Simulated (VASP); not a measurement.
A run of VASP 6.6.1 is set up as follows.

INCAR

```
SYSTEM = La
ALGO = Normal ; EDIFF = 1E-6
ENCUT = 520 ; GGA = PS
GGA_COMPAT = .False. ; ISIF = 2
ISMEAR = 1 ; IVDW = 13
LASPH = .True. ; LCHARG = .False.
LMAXMIX = 6 ; LNONCOLLINEAR = .True.
LORBIT = 11 ; LORBMOM = .True.
LREAL = .False. ; LSORBIT = .True.
LWAVE = .False. ; MAGMOM = 0 0 0
NBANDS = 22 ; NELM = 150
PREC = Accurate ; SIGMA = 0.05
```

Contents of KPOINTS:

```
k-points
0
Gamma
  9 9 9
  0 0 0
```

File POSCAR:

```
La
1.0
   -2.2878276676      2.2878276676      2.2878276676
    2.2878276676     -2.2878276676      2.2878276676
    2.2878276676      2.2878276676     -2.2878276676
La
1
Direct
    0.0000000000      0.0000000000      0.0000000000
```

Potentials or basis: VASP PAW PBE potentials, release 64 (La).

Command:

```bash
$ cat potpaw_PBE.64/La/POTCAR > POTCAR
$ mpirun -np 1 vasp_ncl > vasp.out
```

(1) Predict the pressure.

(2) Estimate the net moment.

(3) Predict the dispersion energy per atom.

## Answers

(1) -6.3 GPa.

(2) 0.00 μB per cell.

(3) -0.133 eV.

Caveat: the PAW data sets were made with another functional, which shifts forces and pressure a little.
